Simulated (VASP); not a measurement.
# KRu4 (P6/mmm) in VASP: further runs, part 3 of 3

VASP 6.6.1. Earlier steps stand in the parts before.

### Step 5. Single point, PBE

This run uses another cell than the first one, of 19.00 Å³/atom.

Contents of INCAR:

```
  PREC = Accurate
  ENCUT = 520
  EDIFF = 1E-6
  ISMEAR = 0
  SIGMA = 0.1
  LREAL = F
  LASPH = T
  NELM = 60
  ALGO = Fast
  ISIF = 2
  LWAVE = F
  LCHARG = F
  GGA = PE
  NBANDS = 40
```

Contents of KPOINTS:

```
regular mesh
0
Gamma
  12 12 8
```

Contents of POSCAR:

```
KRu4
1.0
    4.8318449414      0.0000000000      0.0000000000
   -2.4159224707      4.1845004664      0.0000000000
    0.0000000000      0.0000000000      4.6998033940
K Ru
1 4
Direct
    0.0000000000      0.0000000000      0.0000000000
    0.3333333333      0.6666666667      0.0000000000
    0.6666666667      0.3333333333      0.0000000000
    0.3333333333      0.6666666667      0.5000000000
    0.6666666667      0.3333333333      0.5000000000
```

Potentials or basis: VASP PAW PBE potentials, release 64 (K_sv, Ru_pv).

On the command line:

```
$ cat potpaw_PBE.64/K_sv/POTCAR potpaw_PBE.64/Ru_pv/POTCAR > POTCAR
$ mpirun -np 1 vasp_std > vasp.out
```

OUTCAR:

```text
PREC = Accurate
   ENCUT = 520
   EDIFF = 1E-6
   ISMEAR = 0
   LREAL = F
   LASPH = T
   NELM = 60
   ISIF = 2
   GGA = PE

 ion  position               nearest neighbor table
   1  0.000  0.000  0.000-   2 2.79   3 2.79   3 2.79   2 2.79   3 2.79   2 2.79
   2  0.333  0.667  0.000-   4 2.35   4 2.35   1 2.79   3 2.79   3 2.79   1 2.79   1 2.79   3 2.79

   3  0.667  0.333  0.000-   5 2.35   5 2.35   1 2.79   2 2.79   2 2.79   1 2.79   1 2.79   2 2.79

   4  0.333  0.667  0.500-   2 2.35   2 2.35   5 2.79   5 2.79   5 2.79
   5  0.667  0.333  0.500-   3 2.35   3 2.35   4 2.79   4 2.79   4 2.79

  LATTYP: Found a hexagonal cell.
 ALAT       =     4.8318449414
 C/A-ratio  =     0.9726726439

  Lattice vectors:

 A1 = (   4.8318449414,   0.0000000000,   0.0000000000)
 A2 = (  -2.4159224707,   4.1845004664,   0.0000000000)
 A3 = (   0.0000000000,   0.0000000000,   4.6998033940)

Analysis of symmetry for initial positions (statically):
[... 180 lines left out ...]

 E-fermi :   7.0205     XC(G=0): -11.4527

 val. band max:        7.0172274944   @ k =   0.1667   0.1667   0.5000
 cond. band min:       7.0293956004   @ k =   0.3333   0.3333   0.3750
 fundamental gap:      0.0121681060
 Fermi energy:         7.0205350424

 k-point     1 :       0.0000    0.0000    0.0000
  band No.  band energies     occupation
      1     -36.8698      2.00000
      2     -36.7977      2.00000
      3     -35.7699      2.00000
      4     -35.7699      2.00000
      5     -35.5333      2.00000
      6     -35.5333      2.00000
[... 1021 lines left out ...]
     39       9.6132      0.00000
     40       9.9611      0.00000

 [... further k-points ...]

------------------------ aborting loop because EDIFF is reached ----------------------------------------

  FORCE on cell =-STRESS in cart. coord.  units (eV):
  Direction    XX          YY          ZZ          XY          YZ          ZX
  --------------------------------------------------------------------------------------
  -------------------------------------------------------------------------------------
  Total        0.1446016      0.1446016      0.2510712      0.0000000     -0.0000000      0.0000000
  in kB        2.4380776      2.4380776      4.2332226      0.0000000     -0.0000000      0.0000000
  external PRESSURE =       3.0364593 kB  Pullay stress =       0.0000000 kB

 VOLUME and BASIS-vectors are now :
 -----------------------------------------------------------------------------
  energy-cutoff  :      520.00
  volume of cell :       95.02
      direct lattice vectors                 reciprocal lattice vectors
     4.831844941  0.000000000  0.000000000     0.206960284  0.119488576  0.000000000
    -2.415922471  4.184500466  0.000000000     0.000000000  0.238977151  0.000000000
     0.000000000  0.000000000  4.699803394     0.000000000  0.000000000  0.212774858

 POSITION                                       TOTAL-FORCE (eV/Angst)
 -----------------------------------------------------------------------------------
      0.00000      0.00000      0.00000         0.000000      0.000000      0.000000
     -0.00000      2.78967      0.00000        -0.000000      0.000000      0.000000
      2.41592      1.39483      0.00000         0.000000     -0.000000      0.000000
     -0.00000      2.78967      2.34990         0.000000      0.000000     -0.000000
      2.41592      1.39483      2.34990        -0.000000     -0.000000      0.000000
 -----------------------------------------------------------------------------------
    total drift:                                0.000000      0.000000      0.000000

  FREE ENERGIE OF THE ION-ELECTRON SYSTEM (eV)
  ---------------------------------------------------
  free  energy   TOTEN  =       -31.2547656366 eV

  energy  without entropy=      -31.2220101680  energy(sigma->0) =      -31.23838790
```

OSZICAR:

```text
N       E                     dE             d eps       ncg     rms          rms(c)
DAV:   1     0.761926065752E+03    0.76193E+03   -0.38771E+04  7640   0.170E+03
DAV:   2    -0.677481561642E+01   -0.76870E+03   -0.74493E+03  8240   0.527E+02
DAV:   3    -0.320620276925E+02   -0.25287E+02   -0.24424E+02  9496   0.959E+01
DAV:   4    -0.330420934963E+02   -0.98007E+00   -0.97785E+00 11816   0.129E+01
DAV:   5    -0.330586664293E+02   -0.16573E-01   -0.16569E-01  9296   0.155E+00    0.226E+01
RMM:   6    -0.357443952323E+02   -0.26857E+01   -0.14164E+01  7734   0.173E+01    0.205E+01
RMM:   7    -0.316800467640E+02    0.40643E+01   -0.56523E+00  7622   0.123E+01    0.886E+00
RMM:   8    -0.312630799307E+02    0.41697E+00   -0.38296E-01  7652   0.346E+00    0.332E+00
RMM:   9    -0.312539095465E+02    0.91704E-02   -0.75067E-02  8517   0.116E+00    0.973E-01
RMM:  10    -0.312541901111E+02   -0.28056E-03   -0.17903E-02  9295   0.618E-01    0.246E-01
RMM:  11    -0.312545966904E+02   -0.40658E-03   -0.52210E-03 10520   0.283E-01    0.945E-02
RMM:  12    -0.312547041367E+02   -0.10745E-03   -0.11829E-03 10759   0.136E-01    0.453E-02
RMM:  13    -0.312547361517E+02   -0.32015E-04   -0.42991E-04 11101   0.818E-02    0.122E-02
RMM:  14    -0.312547542268E+02   -0.18075E-04   -0.17019E-04 11856   0.433E-02    0.104E-02
RMM:  15    -0.312547607243E+02   -0.64975E-05   -0.66573E-05 10743   0.250E-02    0.691E-03
RMM:  16    -0.312547642128E+02   -0.34885E-05   -0.27030E-05  9061   0.171E-02    0.390E-03
RMM:  17    -0.312547651624E+02   -0.94958E-06   -0.12989E-05  6659   0.110E-02    0.237E-03
RMM:  18    -0.312547656366E+02   -0.47423E-06   -0.56353E-06  6248   0.688E-03
   1 F= -.31254766E+02 E0= -.31238388E+02  d E =-.327555E-01
```

Wall time 9.1 min (1 thread of Oxide Virtual Turin-like, shared host); peak memory 0.37 GiB.

Results:

| Quantity | Value |
| --- | --- |
| Free energy | -31.2548 eV |
| Pressure | 0.3 GPa |
| Band gap on the k mesh | zero (an odd number of electrons rules out a gap without spin polarisation) |

### Step 6. The runs side by side

| task | cell | k mesh | cutoff (eV) | gap on the mesh (eV) | pressure (GPa) |
| --- | --- | --- | --- | --- | --- |
| single point | a = 4.819, b = 4.819, c = 4.693 Å, angles 90.0, 90.0, 120.0°, 5 atoms | 6 × 6 × 4 | 520 | none | 0.4 |
| single point | a = 4.472, b = 4.472, c = 6.086 Å, angles 90.0, 90.0, 120.0°, 5 atoms | 6 × 6 × 4 | 520 | none | -7.2 |
| relaxation of cell and atoms | relaxed from a = 4.472, b = 4.472, c = 6.086 Å, angles 90.0, 90.0, 120.0°, 5 atoms | 6 × 6 × 4 | 600 | none | 0.1 |
| single point | a = 4.832, b = 4.832, c = 4.700 Å, angles 90.0, 90.0, 120.0°, 5 atoms | 12 × 12 × 8 | 520 | none | 0.3 |

Alike in all rows: level PBE; potentials or basis VASP PAW PBE potentials, release 64 (K_sv, Ru_pv); no spin polarisation; smearing gaussian 0.1 eV.

Caveats: the stress differs along the axes, from -25 to 2 GPa (at least some runs); a cell axis changed by over 15 % at a fixed basis, so the end point is rough (at least some runs).

Absolute energies hang on the potentials; compare differences alone.
